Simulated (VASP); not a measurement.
A run of VASP 6.6.1 is set up as follows.

The input INCAR:

```
SYSTEM = Ge
ALGO     = Normal         ! electronic algorithm
EDIFF    = 1E-6           ! SCF threshold, eV
EDIFFG   = -0.01          ! ionic threshold
ENCUT    = 600            ! plane-wave cutoff, eV
GGA      = RE             ! functional
IBRION   = 2              ! ionic algorithm
ISIF     = 3              ! what is computed and relaxed
ISMEAR   = -1             ! smearing method
LASPH    = .TRUE.         ! aspherical terms in the spheres
LCHARG   = .FALSE.        ! write CHGCAR
LREAL    = .FALSE.        ! projectors in reciprocal space
LWAVE    = .FALSE.        ! write WAVECAR
NELM     = 80             ! most SCF steps
NSW      = 60             ! ionic steps
PREC     = Accurate       ! precision mode
SIGMA    = 0.05           ! smearing width, eV
```

The input KPOINTS:

```
k-points
0
G
  10 10 6
  0 0 0
```

File POSCAR:

```
Ge
1.0
    1.4880529250     -2.5946896100      0.0000000000
    1.4880529250      2.5946896100      0.0000000000
    0.0000000000      0.0000000000      4.7275957900
Ge
2
Direct
    0.3334466300      0.6665533700      0.2500000000
    0.6665533700      0.3334466300      0.7500000000
```

Potentials or basis: VASP PAW PBE potentials, release 64 (Ge_d).

Launch:

```bash
$ cat potpaw_PBE.64/Ge_d/POTCAR > POTCAR
$ mpirun -np 1 vasp_std > vasp.out
```

(1) Estimate the space group after relaxing (to 0.1 Å).

(2) Predict the band gap on the k mesh.

(3) What does it give for the relaxed cell?

Answers

(1) P6_3/mmc (No. 194).

(2) zero (bands 14 and 15 overlap by 8.57 eV).

(3) a = 3.045 Å, b = 3.045 Å, c = 4.914 Å, α = 90.00°, β = 90.00°, γ = 120.44°.
